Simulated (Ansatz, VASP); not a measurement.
BaS: VASP beside Ansatz

```
Ba S
1.0
     0.00000    3.16691    3.16691
     3.16691    0.00000    3.16691
     3.16691    3.16691    0.00000
Ba S
1 1
Direct
  0.00000 0.00000 0.00000
  0.50000 0.50000 0.50000
```

Change from the starting cell: volume scaled by 0.975, PAW files.

Alike in both runs: task electric field gradients; functional PBEsol; k mesh 8 × 8 × 8; occupations fermi-dirac, width 0.02 eV; no spin polarisation.

|  | VASP | Ansatz |
| --- | --- | --- |
| version | VASP 6.6.1 | Ansatz 0.2.0 |
| potentials or method | VASP PAW PBE potentials, release 64 (Ba_sv, S) | PAW with Ansatz's default frozen-core files, scalar-relativistic |
| plane-wave cutoff (eV) | 520 | 420 |
| valence electrons in the cell | 16 | 16 |

Ansatz gave:

* gap on the k mesh at the Fermi level (eV): 2.04
* pressure (GPa): 0.0

Question: Estimate VASP's values.

Answer: gap on the k mesh at the Fermi level (eV): 1.93; pressure (GPa): 0.6.

VASP's potentials were made for PBE, not for PBEsol.

Neither program's run includes spin-orbit coupling.
